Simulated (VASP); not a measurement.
Here is a VASP 6.6.1 calculation.

File INCAR:

```
SYSTEM = Mo
PREC = Accurate
ENCUT = 520
EDIFF = 1E-6
ISMEAR = 0
SIGMA = 0.15
LREAL = .False.
LASPH = .True.
NELM = 60
ALGO = Normal
ISIF = 2
LWAVE = .False.
LCHARG = .True.
GGA = PE
LELF = .True.
LVHAR = .True.
NBANDS = 13
```

File KPOINTS:

```
Automatic mesh
0
Gamma
  20 20 20
  0 0 0
```

File POSCAR:

```
Mo
1.0
    0.0000000000      2.0010280217      2.0010280217
    2.0010280217      0.0000000000      2.0010280217
    2.0010280217      2.0010280217      0.0000000000
Mo
1
Direct
    0.0000000000      0.0000000000      0.0000000000
```

Potentials or basis: VASP PAW PBE potentials, release 64 (Mo_sv).

Run with:

```sh
$ cat potpaw_PBE.64/Mo_sv/POTCAR > POTCAR
$ mpirun -np 1 vasp_std > vasp.out
```

Task: Predict the pressure.

Result: 0.6 GPa.

Task: Estimate the band gap on the k mesh.

Result: Zero (band 7 reaches 15.77 eV, above the bottom of band 8 at 11.07 eV).
